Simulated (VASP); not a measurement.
# SiNi3 (Pm-3m) in VASP: band structure with PBEsol+U

Aim: the band structure of SiNi3 with PBEsol+U.

Program: VASP 6.6.1. These are calculated values, not measurements. Logs are shortened: lines on timing, memory, paths and dates and some standing lists are left out, and cuts for length are marked.

## 1. The cell of the first run

The structure is cubic, space group Pm-3m (No. 221). Conventional cell: a = 3.542 Å, b = 3.542 Å, c = 3.542 Å, α = 90.00°, β = 90.00°, γ = 90.00°. Ni (site symmetry 4/mmm) has 8 Ni at 2.50 Å and 4 Si at 2.50 Å within 3.3 Å. Within 3.3 Å of Si (site symmetry m-3m) lie 12 Ni at 2.50 Å.

## 2. Band structure, PBEsol+U, collinear spin, ferrimagnetic start

Input file INCAR:

```
SYSTEM = SiNi3
ALGO = Normal ; EDIFF = 1E-6
ENCUT = 540 ; GGA = PS
GGA_COMPAT = .FALSE. ; ISMEAR = 0
ISPIN = 2 ; KPAR = 2
LASPH = .TRUE. ; LCHARG = .FALSE.
LDAU = .TRUE. ; LDAUJ = 0 0
LDAUL = 2 -1 ; LDAUTYPE = 2
LDAUU = 3 0 ; LMAXMIX = 4
LORBIT = 11 ; LREAL = .FALSE.
LWAVE = .FALSE. ; MAGMOM = 1 -1 1 0
NBANDS = 47 ; NELM = 200
PREC = Accurate ; SIGMA = 0.04
```

Input file KPOINTS:

```
Automatic mesh
0
Gamma
  12 12 12
  0 0 0
```

Input file KPOINTS_OPT:

```
path GXMGRX,MR
12
line-mode
reciprocal
 0.0000000000  0.0000000000  0.0000000000  G
 0.0000000000  0.5000000000  0.0000000000  X

 0.0000000000  0.5000000000  0.0000000000  X
 0.5000000000  0.5000000000  0.0000000000  M

 0.5000000000  0.5000000000  0.0000000000  M
 0.0000000000  0.0000000000  0.0000000000  G

 0.0000000000  0.0000000000  0.0000000000  G
 0.5000000000  0.5000000000  0.5000000000  R

 0.5000000000  0.5000000000  0.5000000000  R
 0.0000000000  0.5000000000  0.0000000000  X

 0.5000000000  0.5000000000  0.0000000000  M
 0.5000000000  0.5000000000  0.5000000000  R
```

Input file POSCAR:

```
SiNi3
1.0
    3.5420000000      0.0000000000      0.0000000000
    0.0000000000      3.5420000000      0.0000000000
    0.0000000000      0.0000000000      3.5420000000
Ni Si
3 1
Direct
    0.5000000000      0.5000000000      0.0000000000
    0.5000000000      0.0000000000      0.5000000000
    0.0000000000      0.5000000000      0.5000000000
    0.0000000000      0.0000000000      0.0000000000
```

Potentials or basis: VASP PAW PBE potentials, release 64 (Ni, Si).

Started as:

```
> cat potpaw_PBE.64/Ni/POTCAR potpaw_PBE.64/Si/POTCAR > POTCAR
> mpirun -np 2 vasp_std > vasp.out
```

OUTCAR:

```text
SYSTEM = SiNi3
   EDIFF = 1E-6
   ENCUT = 540
   GGA = PS
   ISMEAR = 0
   ISPIN = 2
   LASPH = .TRUE.
   LORBIT = 11
   LREAL = .FALSE.
   NELM = 200
   PREC = Accurate

 ion  position               nearest neighbor table
   1  0.500  0.500  0.000-   2 2.50   3 2.50   4 2.50   2 2.50   3 2.50   2 2.50   4 2.50   2 2.50
                             3 2.50   4 2.50   3 2.50   4 2.50
   2  0.500  0.000  0.500-   1 2.50   3 2.50   4 2.50   1 2.50   4 2.50   1 2.50   3 2.50   1 2.50
                             3 2.50   4 2.50   4 2.50   3 2.50
   3  0.000  0.500  0.500-   1 2.50   2 2.50   4 2.50   1 2.50   4 2.50   2 2.50   4 2.50   4 2.50
                             1 2.50   2 2.50   1 2.50   2 2.50
   4  0.000  0.000  0.000-   1 2.50   2 2.50   3 2.50   2 2.50   3 2.50   1 2.50   3 2.50   3 2.50
                             1 2.50   2 2.50   2 2.50   1 2.50

  LATTYP: Found a simple cubic cell.
 ALAT       =     3.5420000000

  Lattice vectors:

 A1 = (   3.5420000000,   0.0000000000,   0.0000000000)
 A2 = (   0.0000000000,   3.5420000000,   0.0000000000)
 A3 = (   0.0000000000,   0.0000000000,   3.5420000000)

Analysis of symmetry for initial positions (statically):
=====================================================================
 Subroutine PRICEL returns:
 Original cell was already a primitive cell.

 Routine SETGRP: Setting up the symmetry group for a
 simple cubic supercell.

 Subroutine GETGRP returns: Found 48 space group operations
 (whereof 48 operations were pure point group operations)
 out of a pool of 48 trial point group operations.

The static configuration has the point symmetry O_h .

Analysis of symmetry for dynamics (positions and initial velocities):
=====================================================================
 Subroutine PRICEL returns:
 Original cell was already a primitive cell.

 Routine SETGRP: Setting up the symmetry group for a
 simple cubic supercell.

 Subroutine GETGRP returns: Found 48 space group operations
 (whereof 48 operations were pure point group operations)
 out of a pool of 48 trial point group operations.

The dynamic configuration has the point symmetry O_h .

Analysis of structural, dynamic, and magnetic symmetry:
=====================================================================
 Subroutine PRICEL returns:
 Original cell was already a primitive cell.

 Routine SETGRP: Setting up the symmetry group for a
 simple cubic supercell.

 Subroutine GETGRP returns: Found 16 space group operations
 (whereof 16 operations were pure point group operations)
 out of a pool of 48 trial point group operations.

The overall configuration has the point symmetry D_4h.

 Subroutine INISYM returns: Found 16 space group operations
 (whereof 16 operations are pure point group operations),
 and found     1 'primitive' translations

----------------------------------------------------------------------------------------

                                     Primitive cell

  volume of cell :      44.4371

  direct lattice vectors                    reciprocal lattice vectors
     3.542000000  0.000000000  0.000000000     0.282326369  0.000000000  0.000000000
     0.000000000  3.542000000  0.000000000     0.000000000  0.282326369  0.000000000
     0.000000000  0.000000000  3.542000000     0.000000000  0.000000000  0.282326369

  length of vectors
     3.542000000  3.542000000  3.542000000     0.282326369  0.282326369  0.282326369

  position of ions in fractional coordinates (direct lattice)
     0.500000000  0.500000000  0.000000000
     0.500000000  0.000000000  0.500000000
     0.000000000  0.500000000  0.500000000
     0.000000000  0.000000000  0.000000000

  ion indices of the primitive-cell ions
   primitive index   ion index
                 1           1
                 2           2
                 3           3
                 4           4

----------------------------------------------------------------------------------------

 KPOINTS: Automatic mesh

Automatic generation of k-mesh.
 Grid dimensions read from file:
 generate k-points for:   12   12   12

 Generating k-lattice:

  Cartesian coordinates                     Fractional coordinates (reciprocal lattice)
     0.023527197  0.000000000  0.000000000     0.083333333  0.000000000  0.000000000
     0.000000000  0.023527197  0.000000000     0.000000000  0.083333333  0.000000000
     0.000000000  0.000000000  0.023527197     0.000000000  0.000000000  0.083333333

  Length of vectors
     0.023527197  0.023527197  0.023527197

  Shift w.r.t. Gamma in fractional coordinates (k-lattice)
     0.000000000  0.000000000  0.000000000

 Subroutine IBZKPT returns following result:
 ===========================================

 Found    196 irreducible k-points:

 Following reciprocal coordinates:
            Coordinates               Weight
  0.000000  0.000000  0.000000      1.000000
  0.083333  0.000000  0.000000      4.000000
  0.000000  0.083333  0.000000      2.000000
  0.166667  0.000000  0.000000      4.000000
  0.000000  0.166667  0.000000      2.000000
  0.250000  0.000000  0.000000      4.000000
[... 16 lines left out ...]
  0.000000  0.333333  0.083333      8.000000
  0.083333  0.000000  0.333333      8.000000
 [... further k-points ...]
   k-points           NKPTS =    196   k-points in BZ     NKDIM =    196   number of bands    NBANDS=     47
   number of dos      NEDOS =    301   number of ions     NIONS =      4
   total plane-waves  NPLWV =  21952
   dimension x,y,z NGX =    28 NGY =   28 NGZ =   28
   dimension x,y,z NGXF=    56 NGYF=   56 NGZF=   56
   ions per type =               3   1
   NGX,Y,Z   is equivalent  to a cutoff of  13.14, 13.14, 13.14 a.u.
   NGXF,Y,Z  is equivalent  to a cutoff of  26.28, 26.28, 26.28 a.u.
 SYSTEM =  SiNi3
   PREC   = accura    normal or accurate (medium, high low for compatibility)
   ISTART =      0    job   : 0-new  1-cont  2-samecut
   ICHARG =      2    charge: 1-file 2-atom 10-const
   ISPIN  =      2    spin polarized calculation?
   LNONCOLLINEAR =      F non collinear calculations
   LSORBIT =      F    spin-orbit coupling
   LASPH  =      T    aspherical Exc in radial PAW
   ENCUT  =  540.0 eV  39.69 Ry    6.30 a.u.   6.71  6.71  6.71*2*pi/ulx,y,z
   NELM   =    200;   NELMIN=  2; NELMDL= -5     # of ELM steps
   EDIFF  = 0.1E-05   stopping-criterion for ELM
   LREAL  =      F    real-space projection
[... 7 lines left out ...]
   TEBEG  =    0.0;   TEEND  =   0.0 temperature during run

   SCALEE = 1.0000    scale energy and forces
   PSTRESS=    0.0 pullay stress
   NELECT =      34.0000    total number of electrons
   NUPDOWN=      -1.0000    fix difference up-down
   EMIN   =  10.00;   EMAX   =-10.00  energy-range for DOS
   EFERMI =   0.00;   METHOD = LEGACY
   ISMEAR =     0;   SIGMA  =   0.04  broadening in eV -4-tet -1-fermi 0-gaus
   EFERMI_NEDOS =   21; number of points for ismear=-14 and -15
   IALGO  =     38    algorithm
   IMIX   =      4    mixing-type and parameters
     AMIX     =   0.40;   BMIX     =  1.00
     AMIX_MAG =   1.60;   BMIX_MAG =  1.00
  volume/ion in A,a.u.               =      11.11        74.97
  Fermi-wavevector in a.u.,A,eV,Ry     =   1.497336  2.829555 30.504465  2.242015
  Thomas-Fermi vector in A             =   2.609237
   LORBIT       =     11    0 simple, 1 ext, 2 COOP (PROOUT), +10 PAW based schemes
 LDA+U is selected, type is set to LDAUTYPE =  2
   angular momentum for each species LDAUL =     2   -1
   U (eV)           for each species LDAUU =   3.0  0.0
   J (eV)           for each species LDAUJ =   0.0  0.0
   GGA     = PS    functional components
   LHFCALC =     F    Hartree Fock is set to
   AEXX    =    0.0000 exact exchange contribution
   IVDW    =     0    specifies the selected vdW correction
   LEPSILON=     F    determine dielectric tensor
   LRPA    =     F    only Hartree local field effects (RPA)

   CSHIFT  =0.1000    complex shift for real part using Kramers Kronig

   OMEGAMAX=  -1.0    maximum frequency
 spin polarized calculation
 Gauss-broadening in eV      SIGMA  =   0.04
  energy-cutoff  :      540.00
  volume of cell :       44.44
 maximum number of plane-waves:      1328
 NGX is ok and might be reduce to    28
   NGX = 13   NGY = 13   NGZ = 13

 number of electron      33.9999988 magnetization       0.1222559

 Free energy of the ion-electron system (eV)
  ---------------------------------------------------
  ext. energy  EPLUGINS =         0.00000000
  ---------------------------------------------------
  free energy    TOTEN  =       -20.44006256 eV

  energy without entropy =      -20.43856532  energy(sigma->0) =      -20.43931394

 E-fermi :   9.6000     XC(G=0): -13.0354

 val. band max:        9.5935418673   @ k =   0.0833   0.1667   0.0833
 cond. band min:       9.6023649553   @ k =   0.5000   0.4167   0.4167
 fundamental gap:      0.0088230880
 Fermi energy:         9.6000043401

 spin component 1

 k-point     1 :       0.0000    0.0000    0.0000
  band No.  band energies     occupation
      1      -1.7297      1.00000
      2       4.7761      1.00000
      3       5.5831      1.00000
      4       5.5837      1.00000
      5       6.0536      1.00000
      6       6.0542      1.00000
[... 757 lines left out ...]
     28      23.3271      0.00000
     29      24.8247      0.00000

 [... further k-points ...]

 spin component 2

 k-point     1 :       0.0000    0.0000    0.0000
  band No.  band energies     occupation
      1      -1.7447      1.00000
      2       4.7822      1.00000
      3       5.6155      1.00000
      4       5.6158      1.00000
      5       6.1648      1.00000
      6       6.1648      1.00000
[... 757 lines left out ...]
     28      23.3299      0.00000
     29      24.8169      0.00000

 [... further k-points ...]

 [bands above 29 left out]

------------------------ aborting loop because EDIFF is reached ----------------------------------------

  FORCE on cell =-STRESS in cart. coord.  units (eV):
  Direction    XX          YY          ZZ          XY          YZ          ZX
  --------------------------------------------------------------------------------------
  -------------------------------------------------------------------------------------
  Total       -5.5658833     -5.5593614     -5.5658833      0.0000000     -0.0000000      0.0000000
  in kB     -200.6776512   -200.4425026   -200.6776512      0.0000000     -0.0000000      0.0000000
  external PRESSURE =    -200.5992683 kB  Pullay stress =       0.0000000 kB

 VOLUME and BASIS-vectors are now :
 -----------------------------------------------------------------------------
  energy-cutoff  :      540.00
  volume of cell :       44.44
      direct lattice vectors                 reciprocal lattice vectors
     3.542000000  0.000000000  0.000000000     0.282326369  0.000000000  0.000000000
     0.000000000  3.542000000  0.000000000     0.000000000  0.282326369  0.000000000
     0.000000000  0.000000000  3.542000000     0.000000000  0.000000000  0.282326369

 POSITION                                       TOTAL-FORCE (eV/Angst)
 -----------------------------------------------------------------------------------
      1.77100      1.77100      0.00000         0.000000      0.000000      0.000000
      1.77100      0.00000      1.77100         0.000000      0.000000      0.000000
      0.00000      1.77100      1.77100         0.000000      0.000000      0.000000
      0.00000      0.00000      0.00000         0.000000      0.000000      0.000000
 -----------------------------------------------------------------------------------
    total drift:                                0.000000      0.000000      0.000000

  FREE ENERGIE OF THE ION-ELECTRON SYSTEM (eV)
  ---------------------------------------------------
  free  energy   TOTEN  =       -20.4400625589 eV

  energy  without entropy=      -20.4385653180  energy(sigma->0) =      -20.43931394

 total charge

# of ion       s       p       d       tot
------------------------------------------
    1        0.459   0.505   8.543   9.507
    2        0.459   0.505   8.542   9.506
    3        0.459   0.505   8.543   9.507
    4        0.735   0.776   0.000   1.512
--------------------------------------------------
tot          2.112   2.291  25.628  30.031

 magnetization (x)

# of ion       s       p       d       tot
------------------------------------------
    1       -0.002  -0.005   0.055   0.049
    2       -0.002  -0.005   0.054   0.048
    3       -0.002  -0.005   0.055   0.049
    4       -0.001  -0.004   0.000  -0.005
--------------------------------------------------
tot         -0.006  -0.018   0.165   0.141
```

Wall time 9.8 min (2 MPI ranks of Intel Xeon Platinum 8259CL at 2.50GHz (Skylake/Cascade Lake), shared host); peak memory 1 GiB.

Results:

- Free energy: -20.4401 eV
- Pressure: -20.1 GPa
- Band gap along the path: zero within the smearing
- Net moment: 0.12 μB per cell
- Site moments: Ni +0.05; Si -0.01 μB
- Valence electrons inside the program's atomic spheres: Ni 9.51; Si 1.51

Levels at the corners of the path, in eV from the Fermi level:
Spin up:
```csv
point,band 15,band 16,band 17,band 18,band 19,band 20
Γ,-0.48,-0.47,-0.09,-0.09,-0.09,4.70
X,-1.28,-0.77,-0.09,3.64,3.64,5.35
X,-1.28,-0.77,-0.09,3.64,3.64,5.35
M,-1.21,-1.04,-1.03,0.56,0.56,5.49
M,-1.21,-1.04,-1.03,0.56,0.56,5.49
Γ,-0.48,-0.47,-0.09,-0.09,-0.09,4.70
Γ,-0.48,-0.47,-0.09,-0.09,-0.09,4.70
R,-1.33,-0.34,-0.34,-0.34,0.21,1.07
R,-1.33,-0.34,-0.34,-0.34,0.21,1.07
X,-1.28,-0.77,-0.09,3.64,3.64,5.35
M,-1.21,-1.04,-1.03,0.56,0.56,5.49
R,-1.33,-0.34,-0.34,-0.34,0.21,1.07
```
Spin down:
```tsv
point	band 14	band 15	band 16	band 17	band 18	band 19	band 20	band 21
Γ	-0.49	-0.49	-0.40	0.09	0.09	0.09	4.70	6.34
X	-1.27	-1.23	-0.73	0.09	3.65	3.65	5.34	5.57
X	-1.27	-1.23	-0.73	0.09	3.65	3.65	5.34	5.57
M	-1.41	-1.18	-1.02	-0.87	0.66	0.66	5.49	6.47
M	-1.41	-1.18	-1.02	-0.87	0.66	0.66	5.49	6.47
Γ	-0.49	-0.49	-0.40	0.09	0.09	0.09	4.70	6.34
Γ	-0.49	-0.49	-0.40	0.09	0.09	0.09	4.70	6.34
R	-1.31	-1.31	-0.21	-0.21	-0.21	0.19	1.09	4.17
R	-1.31	-1.31	-0.21	-0.21	-0.21	0.19	1.09	4.17
X	-1.27	-1.23	-0.73	0.09	3.65	3.65	5.34	5.57
M	-1.41	-1.18	-1.02	-0.87	0.66	0.66	5.49	6.47
R	-1.31	-1.31	-0.21	-0.21	-0.21	0.19	1.09	4.17
```

Caveat: the cell stands under tension; the moments typed at the start vanished in this run; the PAW data sets were made with another functional, which shifts forces and pressure a little; the U is typed as a test and isn't derived for this compound. The state reached can hang on the start; a lower one may exist.
